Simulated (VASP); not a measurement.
Ru, 4 atoms in the cell. It takes space group P6_3/mmc (No. 194, hexagonal). Conventional cell: a = 3.379 Å, b = 3.379 Å, c = 5.576 Å, α = 90.00°, β = 90.00°, γ = 120.00°. Ru (site symmetry 3m) has 4 Ru at 2.07 to 2.09 Å within 2.7 Å. 

| Quantity | Value |
| --- | --- |
| Program | VASP 6.6.1 |
| Task | relaxation of cell and atoms |
| Functional | PBEsol |
| Potentials or basis | VASP PAW PBE potentials, release 64 (Ru_pv) |
| Cutoff | 600 eV |
| k mesh | 6 × 6 × 4 |
| Occupations | gaussian, width 0.1 eV |
| Spin | no spin polarisation |
| Dipole correction | no |
| Further INCAR settings | ALGO = Normal; EDIFF = 1e-07; IBRION = 2; EDIFFG = -0.04; NSW = 90; ISIF = 3 |

Potentials or basis: VASP PAW PBE potentials, release 64 (Ru_pv).

The run is started by

```console
$ cat potpaw_PBE.64/Ru_pv/POTCAR > POTCAR
$ mpirun -np 1 vasp_std > vasp.out
```

Hardware: 1 thread of Intel(R) Xeon(R) 6975P-C (Granite Rapids) (shared host).

Problem. Estimate the wall time of this run.

Solution. Wall time 11 min on 1 thread of Intel(R) Xeon(R) 6975P-C (Granite Rapids) (shared host), peak memory 0.21 GiB. Counts: scf iterations 328, k points 21, ion steps 39.
